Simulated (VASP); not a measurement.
# NiPt4 (P6_3/mmc) in VASP: further runs

The runs below take NiPt4 through single point, with PBE.

All numbers are computed with VASP 6.6.1; they aren't measurements. Logs are shortened: lines on timing, memory, paths and dates and some standing lists are left out, and cuts for length are marked.

## 1. The cell of the first run

The structure is hexagonal, space group P6_3/mmc (No. 194). The conventional cell has a = 2.745 Å, b = 2.745 Å, c = 22.801 Å, α = 90.00°, β = 90.00°, γ = 120.00°. Ni (site symmetry -6m2) has 6 Pt at 2.63 Å and 6 Ni at 2.75 Å within 3.5 Å. Pt (site symmetry 3m) has 3 Ni at 2.63 Å and 9 Pt at 2.75 to 2.88 Å within 3.5 Å. Pt (site symmetry 3m) has 12 Pt at 2.75 to 2.88 Å within 3.6 Å.

## 2. Single point, PBE, collinear spin, ferromagnetic start

INCAR

```
ALGO = Normal
EDIFF = 1E-7
ENCUT = 520
GGA = PE
ISIF = 2
ISMEAR = 0
ISPIN = 2
LASPH = True
LCHARG = True
LELF = True
LMAXMIX = 4
LORBIT = 11
LREAL = False
LVHAR = True
LWAVE = False
MAGMOM = 2 2 0 0 0 0 0 0 0 0
NBANDS = 65
NELM = 150
PREC = Accurate
SIGMA = 0.1
```

KPOINTS

```
k-points
0
Gamma
  6 6 1
```

POSCAR

```
NiPt4
1.0
    2.7450091845      0.0000000000      0.0000000000
   -1.3725045923      2.3772476874      0.0000000000
    0.0000000000      0.0000000000     22.8013201923
Ni Pt
2 8
Direct
    0.3333333333      0.6666666667      0.2500000000
    0.6666666667      0.3333333333      0.7500000000
    0.3333333333      0.6666666667      0.8421047394
    0.3333333333      0.6666666667      0.0523874156
    0.3333333333      0.6666666667      0.4476125844
    0.3333333333      0.6666666667      0.6578952606
    0.6666666667      0.3333333333      0.9476125844
    0.6666666667      0.3333333333      0.1578952606
    0.6666666667      0.3333333333      0.3421047394
    0.6666666667      0.3333333333      0.5523874156
```

Potentials or basis: VASP PAW PBE potentials, release 64 (Ni, Pt).

Run with:

```sh
$ cat potpaw_PBE.64/Ni/POTCAR potpaw_PBE.64/Pt/POTCAR > POTCAR
$ mpirun -np 1 vasp_std > vasp.out
```

OUTCAR:

```text
EDIFF = 1E-7
   ENCUT = 520
   GGA = PE
   ISIF = 2
   ISMEAR = 0
   ISPIN = 2
   LASPH = True
   LORBIT = 11
   LREAL = False
   NELM = 150
   PREC = Accurate

 ion  position               nearest neighbor table
   1  0.333  0.667  0.250-   8 2.63   9 2.63   8 2.63   9 2.63   8 2.63   9 2.63
   2  0.667  0.333  0.750-   3 2.63   6 2.63   3 2.63   6 2.63   3 2.63   6 2.63
   3  0.333  0.667  0.842-   2 2.63   2 2.63   2 2.63   7 2.88   7 2.88   7 2.88
   4  0.333  0.667  0.052-   7 2.87   7 2.87   7 2.87   8 2.88   8 2.88   8 2.88
   5  0.333  0.667  0.448-  10 2.87  10 2.87  10 2.87   9 2.88   9 2.88   9 2.88
   6  0.333  0.667  0.658-   2 2.63   2 2.63   2 2.63  10 2.88  10 2.88  10 2.88
   7  0.667  0.333  0.948-   4 2.87   4 2.87   4 2.87   3 2.88   3 2.88   3 2.88
   8  0.667  0.333  0.158-   1 2.63   1 2.63   1 2.63   4 2.88   4 2.88   4 2.88
   9  0.667  0.333  0.342-   1 2.63   1 2.63   1 2.63   5 2.88   5 2.88   5 2.88
  10  0.667  0.333  0.552-   5 2.87   5 2.87   5 2.87   6 2.88   6 2.88   6 2.88

  LATTYP: Found a hexagonal cell.
 ALAT       =     2.7450091845
 C/A-ratio  =     8.3064640807

  Lattice vectors:

 A1 = (   2.7450091845,   0.0000000000,   0.0000000000)
 A2 = (  -1.3725045923,   2.3772476874,   0.0000000000)
 A3 = (   0.0000000000,   0.0000000000,  22.8013201923)

Analysis of symmetry for initial positions (statically):
=====================================================================
 Subroutine PRICEL returns:
 Original cell was already a primitive cell.

 Routine SETGRP: Setting up the symmetry group for a
 hexagonal supercell.

 Subroutine GETGRP returns: Found 24 space group operations
 (whereof 12 operations were pure point group operations)
 out of a pool of 24 trial point group operations.

The static configuration has the point symmetry D_3d.
 The point group associated with its full space group is D_6h.

Analysis of symmetry for dynamics (positions and initial velocities):
=====================================================================
 Subroutine PRICEL returns:
 Original cell was already a primitive cell.

 Routine SETGRP: Setting up the symmetry group for a
 hexagonal supercell.

 Subroutine GETGRP returns: Found 24 space group operations
 (whereof 12 operations were pure point group operations)
 out of a pool of 24 trial point group operations.

The dynamic configuration has the point symmetry D_3d.
 The point group associated with its full space group is D_6h.

Analysis of structural, dynamic, and magnetic symmetry:
=====================================================================
 Subroutine PRICEL returns:
 Original cell was already a primitive cell.

 Routine SETGRP: Setting up the symmetry group for a
 hexagonal supercell.

 Subroutine GETGRP returns: Found 24 space group operations
 (whereof 12 operations were pure point group operations)
 out of a pool of 24 trial point group operations.

The overall configuration has the point symmetry D_3d.
 The point group associated with its full space group is D_6h.

 Subroutine INISYM returns: Found 24 space group operations
 (whereof 12 operations are pure point group operations),
 and found     1 'primitive' translations

----------------------------------------------------------------------------------------

                                     Primitive cell

  volume of cell :     148.7915

  direct lattice vectors                    reciprocal lattice vectors
     2.745009185  0.000000000  0.000000000     0.364297506  0.210327263  0.000000000
    -1.372504592  2.377247687  0.000000000     0.000000000  0.420654526  0.000000000
     0.000000000  0.000000000 22.801320192     0.000000000  0.000000000  0.043857110

  length of vectors
     2.745009185  2.745009185 22.801320192     0.420654526  0.420654526  0.043857110

  position of ions in fractional coordinates (direct lattice)
     0.333333333  0.666666667  0.250000000
     0.666666667  0.333333333  0.750000000
     0.333333333  0.666666667  0.842104739
     0.333333333  0.666666667  0.052387416
     0.333333333  0.666666667  0.447612584
[... 62 lines left out ...]
 SYSTEM =  unknown system
   PREC   = accura    normal or accurate (medium, high low for compatibility)
   ISTART =      0    job   : 0-new  1-cont  2-samecut
   ICHARG =      2    charge: 1-file 2-atom 10-const
   ISPIN  =      2    spin polarized calculation?
   LNONCOLLINEAR =      F non collinear calculations
   LSORBIT =      F    spin-orbit coupling
   LASPH  =      T    aspherical Exc in radial PAW
   ENCUT  =  520.0 eV  38.22 Ry    6.18 a.u.   5.10  5.10 42.40*2*pi/ulx,y,z
   NELM   =    150;   NELMIN=  2; NELMDL= -5     # of ELM steps
   EDIFF  = 0.1E-06   stopping-criterion for ELM
   LREAL  =      F    real-space projection
   EDIFFG = 0.1E-05   stopping-criterion for IOM
   NSW    =      0    number of steps for IOM
   IBRION =     -1    ionic relax: 0-MD 1-quasi-New 2-CG
   NFREE  =      0    steps in history (QN), initial steepest desc. (CG)
   ISIF   =      2    stress and relaxation
   ISYM   =      2    0-nonsym 1-usesym 2-fastsym
   POTIM  = 0.5000    time-step for ionic-motion
   TEBEG  =    0.0;   TEEND  =   0.0 temperature during run
   PSTRESS=    0.0 pullay stress
   NELECT =     100.0000    total number of electrons
   NUPDOWN=      -1.0000    fix difference up-down
   EMIN   =  10.00;   EMAX   =-10.00  energy-range for DOS
   EFERMI =   0.00;   METHOD = LEGACY
   ISMEAR =     0;   SIGMA  =   0.10  broadening in eV -4-tet -1-fermi 0-gaus
   EFERMI_NEDOS =   21; number of points for ismear=-14 and -15
   IALGO  =     38    algorithm
   IMIX   =      4    mixing-type and parameters
     AMIX     =   0.40;   BMIX     =  1.00
     AMIX_MAG =   1.60;   BMIX_MAG =  1.00
  volume/ion in A,a.u.               =      14.88       100.41
  Fermi-wavevector in a.u.,A,eV,Ry     =   1.433999  2.709865 27.978371  2.056352
  Thomas-Fermi vector in A             =   2.553455
   LORBIT       =     11    0 simple, 1 ext, 2 COOP (PROOUT), +10 PAW based schemes
   GGA     = PE    functional components
   LHFCALC =     F    Hartree Fock is set to
   AEXX    =    0.0000 exact exchange contribution
   IVDW    =     0    specifies the selected vdW correction
   LEPSILON=     F    determine dielectric tensor
   LRPA    =     F    only Hartree local field effects (RPA)
 spin polarized calculation
 Gauss-broadening in eV      SIGMA  =   0.10
  energy-cutoff  :      520.00
  volume of cell :      148.79
 maximum number of plane-waves:      4025
   NGX = 11   NGY = 11   NGZ = 85

 number of electron      99.9999999 magnetization       3.1193871

 number of electron     100.0000002 magnetization       2.6498968

 Free energy of the ion-electron system (eV)
  ---------------------------------------------------
  ext. energy  EPLUGINS =         0.00000000
  ---------------------------------------------------
  free energy    TOTEN  =       -60.02265631 eV

  energy without entropy =      -59.95864620  energy(sigma->0) =      -59.99065126

 E-fermi :  10.1764     XC(G=0): -13.1799

 val. band max:       10.1682131630   @ k =   0.0000   0.0000   0.0000
 cond. band min:      10.1781040624   @ k =   0.5000   0.0000   0.0000
 fundamental gap:      0.0098908995
 Fermi energy:        10.1763753636

 spin component 1

 k-point     1 :       0.0000    0.0000    0.0000
  band No.  band energies     occupation
      1       0.5365      1.00000
      2       0.7672      1.00000
      3       1.0130      1.00000
      4       1.5829      1.00000
      5       2.0333      1.00000
      6       2.5082      1.00000
[... 444 lines left out ...]
     61      15.9659      0.00000
     62      15.9659      0.00000
 Fermi energy:        10.1763753636

 spin component 2

 k-point     1 :       0.0000    0.0000    0.0000
  band No.  band energies     occupation
      1       0.5484      1.00000
      2       0.7769      1.00000
      3       1.0278      1.00000
      4       1.5958      1.00000
      5       2.0478      1.00000
      6       2.5285      1.00000
[... 444 lines left out ...]
     61      16.0504      0.00000
     62      16.0504      0.00000
 [bands above 62 left out]

------------------------ aborting loop because EDIFF is reached ----------------------------------------

  FORCE on cell =-STRESS in cart. coord.  units (eV):
  Direction    XX          YY          ZZ          XY          YZ          ZX
  --------------------------------------------------------------------------------------
  -------------------------------------------------------------------------------------
  Total       -0.4260940     -0.4260940     -0.0949856      0.0000000      0.0000000     -0.0000000
  in kB       -4.5881521     -4.5881521     -1.0227982      0.0000000      0.0000000     -0.0000000
  external PRESSURE =      -3.3997008 kB  Pullay stress =       0.0000000 kB

 VOLUME and BASIS-vectors are now :
 -----------------------------------------------------------------------------
  energy-cutoff  :      520.00
  volume of cell :      148.79
      direct lattice vectors                 reciprocal lattice vectors
     2.745009185  0.000000000  0.000000000     0.364297506  0.210327263  0.000000000
    -1.372504592  2.377247687  0.000000000     0.000000000  0.420654526  0.000000000
     0.000000000  0.000000000 22.801320192     0.000000000  0.000000000  0.043857110

 POSITION                                       TOTAL-FORCE (eV/Angst)
 -----------------------------------------------------------------------------------
     -0.00000      1.58483      5.70033        -0.000000      0.000000     -0.000000
      1.37250      0.79242     17.10099         0.000000     -0.000000     -0.000000
     -0.00000      1.58483     19.20110        -0.000000      0.000000     -0.008778
     -0.00000      1.58483      1.19450        -0.000000     -0.000000      0.002334
     -0.00000      1.58483     10.20616        -0.000000     -0.000000     -0.002334
     -0.00000      1.58483     15.00088        -0.000000     -0.000000      0.008778
      1.37250      0.79242     21.60682        -0.000000      0.000000     -0.002334
      1.37250      0.79242      3.60022        -0.000000     -0.000000      0.008778
      1.37250      0.79242      7.80044        -0.000000      0.000000     -0.008778
      1.37250      0.79242     12.59516        -0.000000      0.000000      0.002334
 -----------------------------------------------------------------------------------
    total drift:                               -0.000000      0.000000     -0.000000

  FREE ENERGIE OF THE ION-ELECTRON SYSTEM (eV)
  ---------------------------------------------------
  free  energy   TOTEN  =       -60.0226563095 eV

  energy  without entropy=      -59.9586462021  energy(sigma->0) =      -59.99065126

 total charge

# of ion       s       p       d       tot
------------------------------------------
    1        0.417   0.411   8.280   9.107
    2        0.417   0.411   8.280   9.107
    3        0.660   0.595   8.022   9.277
    4        0.627   0.565   8.036   9.228
    5        0.627   0.565   8.036   9.228
    6        0.660   0.595   8.022   9.277
    7        0.627   0.565   8.036   9.228
    8        0.660   0.595   8.022   9.277
    9        0.660   0.595   8.022   9.277
   10        0.627   0.565   8.036   9.228
--------------------------------------------------
tot          5.981   5.462  80.791  92.234

 magnetization (x)

# of ion       s       p       d       tot
------------------------------------------
    1       -0.000  -0.006   0.864   0.858
    2       -0.000  -0.006   0.864   0.858
    3       -0.001  -0.009   0.180   0.170
    4       -0.002  -0.003   0.075   0.070
    5       -0.002  -0.003   0.075   0.070
    6       -0.001  -0.009   0.180   0.170
    7       -0.002  -0.003   0.075   0.070
    8       -0.001  -0.009   0.180   0.170
    9       -0.001  -0.009   0.180   0.170
   10       -0.002  -0.003   0.075   0.070
--------------------------------------------------
tot         -0.012  -0.060   2.748   2.677
```

Run time: 3.5 min. Hardware: 1 thread of Intel Xeon 6975P-C (Granite Rapids), shared host; peak memory 0.36 GiB.

What came out:

```yaml
Free_energy: -60.0227 eV
Pressure: -0.3 GPa
Largest_force: 0.009 eV/Å
Net_moment: 2.65 μB per cell
Site_moments: Ni +0.86; Pt +0.17, +0.07 μB
Valence_electrons_inside_the_program's_atomic_spheres: Ni 9.11; Pt 9.28, 9.23
```

Forces on the atoms (eV/Å):
```
Ni   0.000  0.000  0.000
Ni   0.000  0.000  0.000
Pt   0.000  0.000 -0.009
Pt   0.000  0.000  0.002
Pt   0.000  0.000 -0.002
Pt   0.000  0.000  0.009
Pt   0.000  0.000 -0.002
Pt   0.000  0.000  0.009
Pt   0.000  0.000 -0.009
Pt   0.000  0.000  0.002
```

Caveat: the k points lie up to 0.44 Å⁻¹ apart; spin-orbit coupling is left out, which moves the levels of the heavy elements.

## 3. Single point, PBE, collinear spin, ferromagnetic start

This run uses another cell than the first one, of the same volume but with other edges.

INCAR

```
ALGO = Normal
EDIFF = 1E-7
ENCUT = 520
GGA = PE
ISIF = 2
ISMEAR = 0
ISPIN = 2
LASPH = T
LCHARG = F
LMAXMIX = 4
LORBIT = 11
LREAL = F
LWAVE = F
MAGMOM = 2 2 0 0 0 0 0 0 0 0
NBANDS = 65
NELM = 150
PREC = Accurate
SIGMA = 0.1
```

KPOINTS is that of step 2.

POSCAR

```
NiPt4
1.0
    2.7961615400      0.0000000000      0.0000000000
   -1.3980807700      2.4215469300      0.0000000000
    0.0000000000      0.0000000000     21.9916470200
Ni Pt
2 8
Direct
    0.3333333300      0.6666666700      0.2500000000
    0.6666666700      0.3333333300      0.7500000000
    0.3333333300      0.6666666700      0.8500000000
    0.3333333300      0.6666666700      0.0500000000
    0.3333333300      0.6666666700      0.4500000000
    0.3333333300      0.6666666700      0.6500000000
    0.6666666700      0.3333333300      0.9500000000
    0.6666666700      0.3333333300      0.1500000000
    0.6666666700      0.3333333300      0.3500000000
    0.6666666700      0.3333333300      0.5500000000
```

Potentials or basis: VASP PAW PBE potentials, release 64 (Ni, Pt).

Run with:

```sh
$ cat potpaw_PBE.64/Ni/POTCAR potpaw_PBE.64/Pt/POTCAR > POTCAR
$ mpirun -np 1 vasp_std > vasp.out
```

It took 3.7 min on 1 thread of Intel Xeon 6975P-C (Granite Rapids), shared host; peak memory 0.42 GiB.

It converged, with:

```yaml
Free_energy: -59.0821 eV
Pressure: 2.9 GPa
Largest_force: 1.859 eV/Å
Net_moment: 3.13 μB per cell
Site_moments: Ni +0.85; Pt +0.19, +0.18 μB
Valence_electrons_inside_the_program's_atomic_spheres: Ni 8.99; Pt 9.25, 9.34
```

Forces on the atoms (eV/Å):
```
Ni   0.000  0.000  0.000
Ni   0.000  0.000  0.000
Pt   0.000  0.000 -1.859
Pt   0.000  0.000  0.038
Pt   0.000  0.000 -0.038
Pt   0.000  0.000  1.859
Pt   0.000  0.000 -0.038
Pt   0.000  0.000  1.859
Pt   0.000  0.000 -1.859
Pt   0.000  0.000  0.038
```

Stress tensor (GPa, compression positive):
```
-1.50  0.00  0.00
 0.00 -1.50  0.00
 0.00  0.00 11.61
```

Levels at points of the mesh, in eV from the Fermi level:
Spin up:
| k point | band 52 | band 53 | band 54 | band 55 | band 56 | band 57 | band 58 | band 59 |
| --- | --- | --- | --- | --- | --- | --- | --- | --- |
| (0.00, 0.00, 0.00) | -0.63 | -0.63 | -0.61 | -0.61 | -0.42 | -0.42 | -0.38 | -0.38 |
| (0.50, 0.00, 0.00) | 0.72 | 0.76 | 1.56 | 1.73 | 2.19 | 2.30 | 2.93 | 3.23 |
Spin down:
```tsv
k point	band 48	band 49	band 50	band 51	band 52	band 53	band 54	band 55	band 56	band 57
(0.00, 0.00, 0.00)	-0.80	-0.80	-0.35	-0.35	-0.33	-0.33	-0.16	-0.16	-0.06	-0.06
(0.50, 0.00, 0.00)	0.29	0.30	0.38	0.78	0.80	1.09	1.64	1.89	2.27	2.39
```

Caveat: the k points lie up to 0.43 Å⁻¹ apart; spin-orbit coupling is left out, which moves the levels of the heavy elements; forces of over 1 eV/Å act on the atoms, so gaps and moduli don't describe the material at rest.
